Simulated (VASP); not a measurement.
# PbS (R3m) in VASP: further runs, part 3 of 3

VASP 6.6.1. The steps go on from the part before.

**5. Single point, PBEsol**

This run uses another cell than the first one, of 27.22 Å³/atom.

Contents of INCAR:

```
SYSTEM = PbS
PREC = Accurate
ENCUT = 520
EDIFF = 1E-6
ISMEAR = -1
SIGMA = 0.05
LREAL = .False.
LASPH = .True.
NELM = 60
ALGO = Normal
ISIF = 2
LWAVE = .False.
LCHARG = .False.
GGA = PS
NBANDS = 17
```

Contents of KPOINTS:

```
Automatic mesh
0
Gamma
  8 8 8
  0 0 0
```

Contents of POSCAR:

```
PbS
1.0
    2.1266532507      1.2278238267      3.4747772906
   -2.1266532507      1.2278238267      3.4747772906
    0.0000000000     -2.4556476535      3.4747772906
Pb S
1 1
Direct
    0.9805657800      0.9805657800      0.9805657800
    0.4750355500      0.4750355500      0.4750355500
```

Potentials or basis: VASP PAW PBE potentials, release 64 (Pb_d, S).

Run with:

```console
$ cat potpaw_PBE.64/Pb_d/POTCAR potpaw_PBE.64/S/POTCAR > POTCAR
$ mpirun -np 1 vasp_std > vasp.out
```

OUTCAR:

```text
SYSTEM = PbS
   PREC = Accurate
   ENCUT = 520
   EDIFF = 1E-6
   ISMEAR = -1
   LREAL = .False.
   LASPH = .True.
   NELM = 60
   ISIF = 2
   GGA = PS

 ion  position               nearest neighbor table
   1  0.981  0.981  0.981-   2 2.98   2 2.98   2 2.98   2 3.04   2 3.04   2 3.04
   2  0.475  0.475  0.475-   1 2.98   1 2.98   1 2.98   1 3.04   1 3.04   1 3.04

  LATTYP: Found a trigonal (rhomboedric) cell.
 ALAT       =     4.2549127626
 COS(alpha) =     0.5003774362

[... 667 lines left out ...]

------------------------ aborting loop because EDIFF is reached ----------------------------------------

  FORCE on cell =-STRESS in cart. coord.  units (eV):
  Direction    XX          YY          ZZ          XY          YZ          ZX
  --------------------------------------------------------------------------------------
  -------------------------------------------------------------------------------------
  Total       -1.0372359     -1.0372359     -1.0298694      0.0000000      0.0000000      0.0000000
  in kB      -30.5265108    -30.5265108    -30.3097088      0.0000000      0.0000000      0.0000000
  external PRESSURE =     -30.4542435 kB  Pullay stress =       0.0000000 kB

 VOLUME and BASIS-vectors are now :
 -----------------------------------------------------------------------------
  energy-cutoff  :      520.00
  volume of cell :       54.44
      direct lattice vectors                 reciprocal lattice vectors
     2.126653251  1.227823827  3.474777291     0.235111201  0.135741515  0.095929409
    -2.126653251  1.227823827  3.474777291    -0.235111201  0.135741515  0.095929409
     0.000000000 -2.455647653  3.474777291     0.000000000 -0.271483030  0.095929409

 POSITION                                       TOTAL-FORCE (eV/Angst)
 -----------------------------------------------------------------------------------
      0.00000     -0.00000     10.22174         0.000000     -0.000000      0.002323
      0.00000     -0.00000      4.95193         0.000000      0.000000     -0.002323
 -----------------------------------------------------------------------------------
    total drift:                                0.000000      0.000000     -0.000485

  FREE ENERGIE OF THE ION-ELECTRON SYSTEM (eV)
  ---------------------------------------------------
  free  energy   TOTEN  =        -9.4280976188 eV

  energy  without entropy=       -9.4279890077  energy(sigma->0) =       -9.42804331
```

stdout:

```text
POSCAR found type information on POSCAR PbS
 POSCAR found :  2 types and       2 ions
 scaLAPACK will be used
 -----------------------------------------------------------------------------
|                                                                             |
|                                                                             |
|     You enforced a specific xc type in the INCAR file but a different       |
|     I HOPE YOU KNOW WHAT YOU ARE DOING!                                     |
|                                                                             |
 -----------------------------------------------------------------------------

 LDA part: xc-table for (Slater+PW92), standard interpolation
 POSCAR, INCAR and KPOINTS ok, starting setup
 FFT: planning ... GRIDC
 FFT: planning ... GRID_SOFT
 FFT: planning ... GRID
 WAVECAR not read
 entering main loop
```

Wall time 67 s (1 thread of AMD EPYC 7R13, shared host); peak memory 0.18 GiB.

Results:

| Quantity | Value |
| --- | --- |
| Free energy | -9.4281 eV |
| Pressure | -3.0 GPa |
| Band gap on the k mesh | 0.42 eV |

Forces in eV/Å, atoms in the order of the input:
```
Pb   0.000  0.000  0.002
S    0.000  0.000 -0.002
```

Levels at points of the mesh, in eV from the valence-band top:
| k point | band 6 | band 7 | band 8 | band 9 | band 10 | band 11 | band 12 | band 13 | band 14 | band 15 |
| --- | --- | --- | --- | --- | --- | --- | --- | --- | --- | --- |
| (0.00, 0.00, 0.00) | -13.18 | -6.08 | -1.92 | -1.92 | -1.91 | 5.05 | 5.08 | 5.08 | 6.81 | 6.81 |
| (0.50, 0.00, 0.00) | -12.02 | -8.61 | -1.56 | -1.56 | 0.00 | 0.42 | 2.04 | 2.05 | 8.48 | 10.20 |
| (0.50, 0.50, 0.00) | -11.65 | -7.14 | -4.84 | -3.14 | -3.14 | 3.93 | 5.43 | 5.54 | 5.56 | 11.18 |
| (0.50, 0.50, 0.50) | -12.02 | -8.60 | -1.55 | -1.55 | -0.03 | 0.45 | 2.04 | 2.04 | 8.47 | 10.21 |

Caveat: the cell stands under tension; the PAW data sets were made with another functional, which shifts forces and pressure a little; spin-orbit coupling is left out, which moves the levels of the heavy elements. A k mesh can miss the band edges.

**6. Single point, LDA**

This run uses another cell than the first one, of 27.75 Å³/atom.

Contents of INCAR:

```
SYSTEM = PbS
PREC = Accurate ; ENCUT = 520
EDIFF = 1E-7 ; ISMEAR = -1
SIGMA = 0.05 ; LREAL = .False.
LASPH = .True. ; NELM = 80
ALGO = Normal ; ISIF = 2
LWAVE = .False. ; LCHARG = .True.
GGA = CA ; LELF = .True.
LVHAR = .True. ; NBANDS = 17
```

KPOINTS is that of step 5.

Contents of POSCAR:

```
PbS
1.0
    2.1404630743      1.2357969321      3.4973414117
   -2.1404630743      1.2357969321      3.4973414117
    0.0000000000     -2.4715938643      3.4973414117
Pb S
1 1
Direct
    0.9805657800      0.9805657800      0.9805657800
    0.4750355500      0.4750355500      0.4750355500
```

Potentials or basis: VASP PAW LDA potentials, release 64 (Pb_d, S).

Run with:

```console
$ cat potpaw_LDA.64/Pb_d/POTCAR potpaw_LDA.64/S/POTCAR > POTCAR
$ mpirun -np 1 vasp_std > vasp.out
```

It took 70 s on 1 thread of AMD EPYC 7R13, shared host; peak memory 0.16 GiB.

It converged, with:

```yaml
Free_energy: -9.8994 eV
Pressure: -5.4 GPa
Largest_force: 0.022 eV/Å
Band_gap_on_the_k_mesh: 0.43 eV
```

Forces in eV/Å, atoms in the order of the input:
```
Pb   0.000  0.000  0.022
S    0.000  0.000 -0.022
```

Levels at points of the mesh, in eV from the valence-band top:
```tsv
k point	band 6	band 7	band 8	band 9	band 10	band 11	band 12	band 13	band 14	band 15
(0.00, 0.00, 0.00)	-12.97	-6.13	-1.81	-1.81	-1.80	4.92	4.94	4.94	6.86	6.86
(0.50, 0.00, 0.00)	-11.83	-8.53	-1.45	-1.45	0.00	0.43	2.02	2.03	8.45	10.24
(0.50, 0.50, 0.00)	-11.50	-7.14	-4.67	-3.01	-3.01	4.02	5.32	5.39	5.42	11.18
(0.50, 0.50, 0.50)	-11.84	-8.52	-1.45	-1.45	-0.03	0.46	2.02	2.02	8.44	10.24
```

Caveat: the cell stands under tension; spin-orbit coupling is left out, which moves the levels of the heavy elements. A k mesh can miss the band edges.

**7. Overview**

| level | potentials or basis | cell | gap on the mesh (eV) | pressure (GPa) | largest force (eV/Å) |
| --- | --- | --- | --- | --- | --- |
| PBEsol | VASP PAW PBE potentials, release 64 (Pb_d, S) | a = 4.227 Å, angles 60.0°, 2 atoms | 0.35 | -2.1 | 0.01 |
| LDA | VASP PAW LDA potentials, release 64 (Pb_d, S) | a = 4.227 Å, angles 60.0°, 2 atoms | 0.31 | -3.7 | - |
| LDA | VASP PAW LDA potentials, release 64 (Pb_d, S) | a = 4.255 Å, angles 60.0°, 2 atoms | 0.37 | -4.6 | 0.01 |
| PBEsol | VASP PAW PBE potentials, release 64 (Pb_d, S) | a = 4.255 Å, angles 60.0°, 2 atoms | 0.42 | -3.0 | - |
| LDA | VASP PAW LDA potentials, release 64 (Pb_d, S) | a = 4.283 Å, angles 60.0°, 2 atoms | 0.43 | -5.4 | 0.02 |

Alike in all rows: task single point; no spin polarisation; k mesh 8 × 8 × 8; cutoff (eV) 520; smearing fermi-dirac 0.05 eV.

Caveats: spin-orbit coupling is left out, which moves the levels of the heavy elements; the cell stands under tension (at least some runs); the PAW data sets were made with another functional, which shifts forces and pressure a little (at least some runs).

Absolute energies hang on the potentials; compare differences alone.
